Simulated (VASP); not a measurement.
TaH4, 5 atoms in the cell. Symmetry: C2/m, No. 12, monoclinic system. Conventional cell: a = 4.816 Å, b = 2.899 Å, c = 8.685 Å, α = 90.00°, β = 100.36°, γ = 90.00°. Ta (site symmetry 2/m) has 6 H at 2.02 to 2.03 Å within 2.7 Å. Within 1.0 Å of H (site symmetry m) lie 1 H at 0.75 Å. H (site symmetry m) has 3 Ta at 2.02 to 2.03 Å within 2.7 Å. 

- Program: VASP 6.6.1
- Task: single point
- Functional: PBE
- Potentials or basis: VASP PAW PBE potentials, release 64 (Ta_pv, H)
- Cutoff: 520 eV
- k mesh: 5 × 5 × 2
- Occupations: gaussian, width 0.15 eV
- Spin: no spin polarisation
- Dipole correction: no
- Further INCAR settings: ALGO = Normal; EDIFF = 1e-06; NBANDS = 16

Potentials or basis: VASP PAW PBE potentials, release 64 (Ta_pv, H).

Launch:

```sh
$ cat potpaw_PBE.64/Ta_pv/POTCAR potpaw_PBE.64/H/POTCAR > POTCAR
$ mpirun -np 1 vasp_std > vasp.out
```

Hardware: 1 thread of Intel(R) Xeon(R) 6975P-C (Granite Rapids), with other jobs on the host.

**Question.** How long does it take, and how much memory?

**Answer.** Run time: 9.2 s on 1 thread of Intel(R) Xeon(R) 6975P-C (Granite Rapids), on a shared host, peak memory 0.19 GiB. Counts: scf iterations 14, k points 18.
